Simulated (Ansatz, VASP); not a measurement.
## SiC: VASP beside Ansatz

```xyz
8
Lattice="3.0780 0.0000 0.0000 -1.5390 2.6657 0.0000 0.0000 0.0000 10.0757" Properties=species:S:1:pos:R:3 pbc="T T T"
Si    1.5390    0.8886    9.4493
Si    0.0000    1.7771    4.4114
Si    0.0000    0.0000    6.9311
Si    0.0000    0.0000    1.8932
C     1.5390    0.8886    7.5549
C     0.0000    1.7771    2.5171
C     0.0000    0.0000    5.0424
C     0.0000    0.0000    0.0046
```

Alike in both runs: functional PBEsol; k mesh 12 × 12 × 4; occupations gaussian, width 0.02 eV; no spin polarisation.

Ansatz relaxed the structure, and its values are those at the end. VASP's run is a single point on that final structure, the one shown.

|  | VASP | Ansatz |
| --- | --- | --- |
| version | VASP 6.6.1 | Ansatz 0.2.0 |
| potentials or method | VASP PAW PBE potentials, release 64 (Si, C), cutoff 520 eV | scalar-relativistic, plane waves, PAW |
| valence electrons in the cell | 32 | 32 |

```csv
,VASP,Ansatz,Ansatz less VASP
gap on the k mesh at the Fermi level (eV),2.11,2.12,+0.008
least direct gap on the mesh (eV),3.23,3.24,+0.009
pressure (GPa),0.4,0.0,-0.35
```

VASP's potentials were made for PBE, not for PBEsol. With one functional, cell and mesh, what is left measures potentials, basis and numerics.
